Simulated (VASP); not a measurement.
A run of VASP 6.6.1 is set up as follows.

File INCAR:

```
  PREC = Accurate
  ENCUT = 520
  EDIFF = 1E-7
  ISMEAR = -1
  SIGMA = 0.1
  LREAL = F
  LASPH = T
  NELM = 80
  ALGO = Normal
  ISIF = 2
  LWAVE = F
  LCHARG = F
  GGA = RP
  NBANDS = 50
```

KPOINTS

```
regular mesh
0
Gamma
  8 8 8
```

File POSCAR:

```
Ni
1.0
    4.5053909647      0.0000000000      0.0000000000
    0.0000000000      4.5053909647      0.0000000000
    0.0000000000      0.0000000000      4.5053909647
Ni
8
Direct
    1.0000000000      0.0000000000      0.0000000000
    0.5000000000      0.5000000000      0.5000000000
    0.2500000000      0.0000000000      0.5000000000
    0.7500000000      0.0000000000      0.5000000000
    0.5000000000      0.2500000000      0.0000000000
    0.5000000000      0.7500000000      0.0000000000
    0.0000000000      0.5000000000      0.2500000000
    0.0000000000      0.5000000000      0.7500000000
```

Potentials or basis: VASP PAW PBE potentials, release 64 (Ni).

Launch:

```sh
$ cat potpaw_PBE.64/Ni/POTCAR > POTCAR
$ mpirun -np 1 vasp_std > vasp.out
```

Problem. What does it give for the pressure?

Solution. 0.2 GPa.

Problem. Predict the band gap on the k mesh.

Solution. Zero (bands 40 and 41 overlap by 0.16 eV).

Caveat: the PAW data sets were made with another functional, which shifts forces and pressure a little; the run has no spin polarisation, though such a crystal can be magnetic. Spin polarisation is off, so any magnetic state and its effect on volume and gap are missing.
